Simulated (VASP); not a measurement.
A run of VASP 6.6.1:

File INCAR:

```
SYSTEM = Te
ALGO = Normal ; EDIFF = 1E-7
ENCUT = 520 ; GGA = PS
ISIF = 2 ; ISMEAR = 0
LASPH = .True. ; LCHARG = .False.
LREAL = .False. ; LWAVE = .False.
NBANDS = 9 ; NELM = 80
PREC = Accurate ; SIGMA = 0.15
```

KPOINTS

```
k-points
0
Gamma
  15 15 15
  0 0 0
```

The input POSCAR:

```
Te
1.0
    2.2098617304      1.2758642649      1.7446457141
   -2.2098617304      1.2758642649      1.7446457141
    0.0000000000     -2.5517285298      1.7446457142
Te
1
Direct
    0.5000000000      0.5000000000      0.5000000000
```

Potentials or basis: VASP PAW PBE potentials, release 64 (Te).

Run with:

```console
$ cat potpaw_PBE.64/Te/POTCAR > POTCAR
$ mpirun -np 1 vasp_std > vasp.out
```

Hardware: 1 thread of AMD EPYC 9R45 96-Core Processor (Zen 5), with other jobs on the host.

Task: How long does it take, and how much memory?

Result: Run time: 30 s on 1 thread of AMD EPYC 9R45 96-Core Processor (Zen 5), on a shared host, peak memory 0.18 GiB. Counts: scf iterations 11, k points 344.
